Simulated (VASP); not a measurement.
Wanted: the native input for a VASP 6.6.1 run.

```
Task                   : relaxation of cell and atoms
Functional             : LDA
Potentials or basis    : VASP PAW LDA potentials, release 64 (Ba_sv)
Cutoff                 : 500 eV
k mesh                 : 12 × 12 × 12
Occupations            : fermi-dirac, width 0.05 eV
Spin                   : no spin polarisation
Target pressure        : 2.3 GPa
Dipole correction      : no
Further INCAR settings : ALGO = Normal; EDIFF = 1e-07; IBRION = 2; EDIFFG = -0.005; NSW = 60; ISIF = 3
```

The structure of Ba lies in POSCAR:

```
Ba
1.0
    0.0000000000      2.7958554661      2.7958554661
    2.7958554661      0.0000000000      2.7958554661
    2.7958554661      2.7958554661      0.0000000000
Ba
1
Direct
    0.0000000000      0.0000000000      0.0000000000
```

The input as run:

INCAR

```
ALGO = Normal
EDIFF = 1E-7
EDIFFG = -0.005
ENCUT = 500
GGA_COMPAT = F
IBRION = 2
ISIF = 3
ISMEAR = -1
LASPH = T
LCHARG = F
LREAL = F
LWAVE = F
NELM = 120
NELMIN = 4
NSW = 60
PREC = Accurate
PSTRESS = 23.0
SIGMA = 0.05
```

KPOINTS

```
k-points
0
Gamma
  12 12 12
```

Potentials or basis: VASP PAW LDA potentials, release 64 (Ba_sv).

Command:

```sh
$ cat potpaw_LDA.64/Ba_sv/POTCAR > POTCAR
$ mpirun -np 1 vasp_std > vasp.out
```

It gave:

```yaml
Relaxed_volume: 44.80 Å³/atom
Relaxed_cell: a = 3.986 Å, b = 3.986 Å, c = 3.986 Å, α = 60.00°, β = 60.00°, γ = 60.00°
Space_group_after_relaxing_to_0.05_Å: Fm-3m (No. 225)
Energy_change_on_relaxing_the_enthalpy_is_what_falls: -16.6 meV/atom
Ionic_steps: 3
Pressure_after_relaxing: 2.3 GPa
Band_gap_on_the_k_mesh: zero (band 5 reaches 3.07 eV, above the bottom of band 6 at 2.12 eV)
```

Caveat: the cell is relaxed towards a set pressure, so the enthalpy falls and the energy may rise; spin-orbit coupling is left out, which moves the levels of the heavy elements.

It took 100 s on 1 thread of Intel Xeon 8259CL (shared host), peak memory 0.17 GiB.
